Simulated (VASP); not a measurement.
# Cd3HgS4 (P1) in VASP: single point with PBEsol

Aim: the single point of Cd3HgS4 with PBEsol.

All numbers are computed with VASP 6.6.1; they aren't measurements. Logs are shortened: lines on timing, memory, paths and dates and some standing lists are left out, and cuts for length are marked.

### 1 The cell of the first run

The typed cell holds 16 atoms: a = 11.675 Å, b = 5.838 Å, c = 5.838 Å, α = 90.00°, β = 90.00°, γ = 90.00°.

### 2 Single point, PBEsol

INCAR

```
SYSTEM = Cd3HgS4
ALGO = Normal ; EDIFF = 1E-6
ENCUT = 520 ; GGA = PS
ISIF = 2 ; ISMEAR = -1
LASPH = .True. ; LCHARG = .False.
LREAL = Auto ; LWAVE = .False.
NBANDS = 86 ; NELECT = 142.0
NELM = 80 ; PREC = Accurate
SIGMA = 0.05
```

KPOINTS

```
Automatic mesh
0
Gamma
  2 2 2
  0.5 0.5 0.5
```

POSCAR

```
Cd3HgS4
1.0
   11.6752610000      0.0000000000      0.0000000000
    0.0000000000      5.8376300000      0.0000000000
    0.0000000000      0.0000000000      5.8376300000
Hg Cd S
2 6 8
Direct
    0.0094260000      0.9894380000      0.9851110000
    0.0094830000      0.4991330000      0.5223990000
    0.5193380000      0.9841620000      0.0147400000
    0.2674750000      0.5027640000      0.9775420000
    0.7584760000      0.5236770000      0.0225150000
    0.2530670000      0.9756100000      0.4765390000
    0.7445780000      0.9921960000      0.5249320000
    0.5156620000      0.4820020000      0.5078860000
    0.1131110000      0.2379420000      0.2425280000
    0.6196060000      0.2563530000      0.2395080000
    0.3648080000      0.7609490000      0.2576290000
    0.8681240000      0.7619560000      0.2376290000
    0.3891080000      0.2311860000      0.7756600000
    0.8676150000      0.2625320000      0.7511790000
    0.1167790000      0.7776480000      0.7572060000
    0.6196040000      0.7829000000      0.7475670000
```

Potentials or basis: VASP PAW PBE potentials, release 64 (Hg, Cd, S).

Launch:

```console
cat potpaw_PBE.64/Hg/POTCAR potpaw_PBE.64/Cd/POTCAR potpaw_PBE.64/S/POTCAR > POTCAR
mpirun -np 1 vasp_std > vasp.out
```

OUTCAR:

```text
SYSTEM = Cd3HgS4
   EDIFF = 1E-6
   ENCUT = 520
   GGA = PS
   ISIF = 2
   ISMEAR = -1
   LASPH = .True.
   LREAL = Auto
   NELECT = 142.0
   NELM = 80
   PREC = Accurate

 ion  position               nearest neighbor table
   1  0.009  0.989  0.985-  15 2.21   9 2.41  12 2.58  14 2.67
   2  0.009  0.499  0.522-  15 2.47  14 2.54   9 2.54  12 2.80
   3  0.519  0.984  0.015-  16 2.28  10 2.37  13 2.52  11 2.64
   4  0.267  0.503  0.978-  13 2.43  11 2.50  15 2.71   9 2.83
   5  0.758  0.524  0.023-  12 2.27  14 2.54  10 2.58  16 2.74
   6  0.253  0.976  0.477-  11 2.21  15 2.56   9 2.62  13 2.79
[... 8 lines left out ...]
  15  0.117  0.778  0.757-   1 2.21   2 2.47   6 2.56   4 2.71
  16  0.620  0.783  0.748-   3 2.28   7 2.30   8 2.55   5 2.74

  LATTYP: Found a simple tetragonal cell.
 ALAT       =     5.8376300000
 C/A-ratio  =     2.0000001713

  Lattice vectors:

 A1 = (   0.0000000000,   5.8376300000,   0.0000000000)
 A2 = (   0.0000000000,   0.0000000000,   5.8376300000)
 A3 = (  11.6752610000,   0.0000000000,   0.0000000000)

Analysis of symmetry for initial positions (statically):
=====================================================================
 Subroutine PRICEL returns:
 Original cell was already a primitive cell.

 Routine SETGRP: Setting up the symmetry group for a
 simple tetragonal supercell.

 Subroutine GETGRP returns: Found  1 space group operations
 (whereof  1 operations were pure point group operations)
 out of a pool of 16 trial point group operations.

The static configuration has the point symmetry C_1 .

Analysis of symmetry for dynamics (positions and initial velocities):
=====================================================================
 Subroutine PRICEL returns:
 Original cell was already a primitive cell.

 Routine SETGRP: Setting up the symmetry group for a
 simple tetragonal supercell.

 Subroutine GETGRP returns: Found  1 space group operations
 (whereof  1 operations were pure point group operations)
 out of a pool of 16 trial point group operations.

The dynamic configuration has the point symmetry C_1 .

 Subroutine INISYM returns: Found  1 space group operations
 (whereof  1 operations are pure point group operations),
 and found     1 'primitive' translations

----------------------------------------------------------------------------------------

                                     Primitive cell

  volume of cell :     397.8687

  direct lattice vectors                    reciprocal lattice vectors
    11.675261000  0.000000000  0.000000000     0.085651190  0.000000000  0.000000000
     0.000000000  5.837630000  0.000000000     0.000000000  0.171302395  0.000000000
     0.000000000  0.000000000  5.837630000     0.000000000  0.000000000  0.171302395

  length of vectors
    11.675261000  5.837630000  5.837630000     0.085651190  0.171302395  0.171302395

  position of ions in fractional coordinates (direct lattice)
     0.009426000  0.989438000  0.985111000
     0.009483000  0.499133000  0.522399000
     0.519338000  0.984162000  0.014740000
     0.267475000  0.502764000  0.977542000
     0.758476000  0.523677000  0.022515000
     0.253067000  0.975610000  0.476539000
[... 8 lines left out ...]
     0.116779000  0.777648000  0.757206000
     0.619604000  0.782900000  0.747567000

  ion indices of the primitive-cell ions
   primitive index   ion index
                 1           1
                 2           2
                 3           3
                 4           4
                 5           5
                 6           6
[... 8 lines left out ...]
                15          15
                16          16

----------------------------------------------------------------------------------------

 KPOINTS: Automatic mesh

Automatic generation of k-mesh.
 Grid dimensions read from file:
 generate k-points for:    2    2    2

 Generating k-lattice:

  Cartesian coordinates                     Fractional coordinates (reciprocal lattice)
     0.042825595  0.000000000  0.000000000     0.500000000  0.000000000  0.000000000
     0.000000000  0.085651197  0.000000000     0.000000000  0.500000000  0.000000000
     0.000000000  0.000000000  0.085651197     0.000000000  0.000000000  0.500000000

  Length of vectors
     0.042825595  0.085651197  0.085651197

  Shift w.r.t. Gamma in fractional coordinates (k-lattice)
     0.500000000  0.500000000  0.500000000

 Subroutine IBZKPT returns following result:
 ===========================================

 Found      4 irreducible k-points:

 Following reciprocal coordinates:
            Coordinates               Weight
  0.250000  0.250000  0.250000      2.000000
  0.250000 -0.250000  0.250000      2.000000
  0.250000 -0.250000 -0.250000      2.000000
  0.250000  0.250000 -0.250000      2.000000
   k-points           NKPTS =      4   k-points in BZ     NKDIM =      4   number of bands    NBANDS=     86
   number of dos      NEDOS =    301   number of ions     NIONS =     16
   total plane-waves  NPLWV = 207360
   dimension x,y,z NGX =    90 NGY =   48 NGZ =   48
   dimension x,y,z NGXF=   180 NGYF=   96 NGZF=   96
   ions per type =               2   6   8
   NGX,Y,Z   is equivalent  to a cutoff of  12.82, 13.67, 13.67 a.u.
   NGXF,Y,Z  is equivalent  to a cutoff of  25.63, 27.34, 27.34 a.u.
 SYSTEM =  Cd3HgS4
   PREC   = accura    normal or accurate (medium, high low for compatibility)
   ISTART =      0    job   : 0-new  1-cont  2-samecut
   ICHARG =      2    charge: 1-file 2-atom 10-const
   ISPIN  =      1    spin polarized calculation?
   LNONCOLLINEAR =      F non collinear calculations
   LSORBIT =      F    spin-orbit coupling
   LASPH  =      T    aspherical Exc in radial PAW
   ENCUT  =  520.0 eV  38.22 Ry    6.18 a.u.  21.71 10.85 10.85*2*pi/ulx,y,z
   NELM   =     80;   NELMIN=  2; NELMDL= -5     # of ELM steps
   EDIFF  = 0.1E-05   stopping-criterion for ELM
   LREAL  =      T    real-space projection
   EDIFFG = 0.1E-04   stopping-criterion for IOM
   NSW    =      0    number of steps for IOM
   IBRION =     -1    ionic relax: 0-MD 1-quasi-New 2-CG
   NFREE  =      0    steps in history (QN), initial steepest desc. (CG)
   ISIF   =      2    stress and relaxation
   ISYM   =      2    0-nonsym 1-usesym 2-fastsym
   POTIM  = 0.5000    time-step for ionic-motion
   TEBEG  =    0.0;   TEEND  =   0.0 temperature during run
   PSTRESS=    0.0 pullay stress
   NELECT =     142.0000    total number of electrons
   NUPDOWN=      -1.0000    fix difference up-down
   EMIN   =  10.00;   EMAX   =-10.00  energy-range for DOS
   EFERMI =   0.00;   METHOD = LEGACY
   ISMEAR =    -1;   SIGMA  =   0.05  broadening in eV -4-tet -1-fermi 0-gaus
   EFERMI_NEDOS =   21; number of points for ismear=-14 and -15
   IALGO  =     38    algorithm
   IMIX   =      4    mixing-type and parameters
     AMIX     =   0.40;   BMIX     =  1.00
     AMIX_MAG =   1.60;   BMIX_MAG =  1.00
  volume/ion in A,a.u.               =      24.87       167.81
  Fermi-wavevector in a.u.,A,eV,Ry     =   1.161246  2.194437 18.347363  1.348493
  Thomas-Fermi vector in A             =   2.297820
   LORBIT       =      0    0 simple, 1 ext, 2 COOP (PROOUT), +10 PAW based schemes
   GGA     = PS    functional components
   LHFCALC =     F    Hartree Fock is set to
   AEXX    =    0.0000 exact exchange contribution
   IVDW    =     0    specifies the selected vdW correction
   LEPSILON=     F    determine dielectric tensor
   LRPA    =     F    only Hartree local field effects (RPA)
 non-spin polarized calculation
  energy-cutoff  :      520.00
  volume of cell :      397.87
 maximum number of plane-waves:     10710
 NGX is ok and might be reduce to    90
   NGX = 43   NGY = 21   NGZ = 21

 number of electron     142.0000006 magnetization

 Free energy of the ion-electron system (eV)
  ---------------------------------------------------
  ext. energy  EPLUGINS =         0.00000000
  ---------------------------------------------------
  free energy    TOTEN  =       -51.37895692 eV

  energy without entropy =      -51.28286924  energy(sigma->0) =      -51.33091308

 E-fermi :   0.9883     XC(G=0):  -9.3008

 val. band max:        0.9714611304   @ k =   0.2500   0.2500  -0.2500
 cond. band min:       1.0050185379   @ k =   0.2500   0.2500  -0.2500
 fundamental gap:      0.0335574075
 Fermi energy:         0.9883087890

 k-point     1 :       0.2500    0.2500    0.2500
  band No.  band energies     occupation
      1     -11.7903      2.00000
      2     -11.3242      2.00000
      3     -11.0528      2.00000
      4     -11.0033      2.00000
      5     -10.8948      2.00000
      6     -10.8532      2.00000
[... 75 lines left out ...]
     82       6.3805      0.00000
     83       6.6117      0.00000

 k-point     2 :       0.2500   -0.2500    0.2500
  band No.  band energies     occupation
      1     -11.8067      2.00000
      2     -11.3391      2.00000
      3     -11.0409      2.00000
      4     -10.9965      2.00000
      5     -10.8899      2.00000
      6     -10.8420      2.00000
[... 75 lines left out ...]
     82       6.2403      0.00000
     83       6.4583      0.00000

 k-point     3 :       0.2500   -0.2500   -0.2500
  band No.  band energies     occupation
      1     -11.7900      2.00000
      2     -11.3255      2.00000
      3     -11.0553      2.00000
      4     -10.9962      2.00000
      5     -10.9012      2.00000
      6     -10.8493      2.00000
[... 75 lines left out ...]
     82       6.1872      0.00000
     83       6.6229      0.00000

 k-point     4 :       0.2500    0.2500   -0.2500
  band No.  band energies     occupation
      1     -11.8064      2.00000
      2     -11.3405      2.00000
      3     -11.0388      2.00000
      4     -10.9964      2.00000
      5     -10.8895      2.00000
      6     -10.8446      2.00000
[... 75 lines left out ...]
     82       6.3032      0.00000
     83       6.6335      0.00000
 [bands above 83 left out]

------------------------ aborting loop because EDIFF is reached ----------------------------------------

  FORCE on cell =-STRESS in cart. coord.  units (eV):
  Direction    XX          YY          ZZ          XY          YZ          ZX
  --------------------------------------------------------------------------------------
  -------------------------------------------------------------------------------------
  Total       -9.5230528     -9.9986282     -9.0898103     -1.3796820     10.5858037     -5.9508235
  in kB      -38.3483821    -40.2634767    -36.6037578     -5.5558417     42.6279739    -23.9633718
  external PRESSURE =     -38.4052055 kB  Pullay stress =       0.0000000 kB

 VOLUME and BASIS-vectors are now :
 -----------------------------------------------------------------------------
  energy-cutoff  :      520.00
  volume of cell :      397.87
      direct lattice vectors                 reciprocal lattice vectors
    11.675261000  0.000000000  0.000000000     0.085651190  0.000000000  0.000000000
     0.000000000  5.837630000  0.000000000     0.000000000  0.171302395  0.000000000
     0.000000000  0.000000000  5.837630000     0.000000000  0.000000000  0.171302395

 POSITION                                       TOTAL-FORCE (eV/Angst)
 -----------------------------------------------------------------------------------
      0.11005      5.77597      5.75071        -2.124914      1.404328      1.369014
      0.11072      2.91375      3.04957        -0.403021     -0.231385     -0.446664
      6.06341      5.74517      0.08605        -1.707725      0.318521      0.957591
      3.12284      2.93495      5.70653        -0.618168     -0.022500      0.295234
      8.85541      3.05703      0.13143        -1.336972     -1.144987     -1.161804
      2.95462      5.69525      2.78186        -1.418306      1.992758      1.601165
[... 8 lines left out ...]
      1.36343      4.53962      4.42029         2.105013     -1.997965     -1.644978
      7.23404      4.57028      4.36402         0.276633     -2.514107     -0.291868
 -----------------------------------------------------------------------------------
    total drift:                               -0.000334      0.002636     -0.007739

  FREE ENERGIE OF THE ION-ELECTRON SYSTEM (eV)
  ---------------------------------------------------
  free  energy   TOTEN  =       -51.3789569176 eV

  energy  without entropy=      -51.2828692414  energy(sigma->0) =      -51.33091308
```

Run time: 3.7 min. Hardware: 1 thread of Intel Xeon Platinum 8375C at 2.90GHz (Ice Lake), shared host; peak memory 0.49 GiB.

Results:

```yaml
Free_energy: -51.3790 eV
Largest_force: 3.336 eV/Å
```

Forces on the atoms (eV/Å):
```
Hg  -2.125  1.404  1.369
Hg  -0.403 -0.231 -0.447
Cd  -1.708  0.319  0.958
Cd  -0.618 -0.022  0.295
Cd  -1.337 -1.145 -1.162
Cd  -1.418  1.993  1.601
Cd   0.893  0.995 -1.289
Cd  -0.932  0.506  0.496
S    0.794  0.906  0.586
S    1.321  0.235  0.318
S    2.243 -1.747 -1.363
S    1.211  1.136  1.473
S   -0.550  0.170 -0.957
S    0.247 -0.005  0.059
S    2.105 -1.998 -1.645
S    0.277 -2.514 -0.292
```

Levels at points of the mesh, in eV from the Fermi level:
```tsv
k point	band 68	band 69	band 70	band 71	band 72	band 73	band 74	band 75
(0.25, 0.25, 0.25)	-0.73	-0.43	-0.33	-0.22	0.12	2.64	3.20	3.71
```

Caveat: the cell carries a net charge on a neutralising background, which shifts energy and pressure; the cell is charged against a uniform background, so pressure and absolute levels hang on convention; the PAW data sets were made with another functional, which shifts forces and pressure a little; spin-orbit coupling is left out, which moves the levels of the heavy elements.
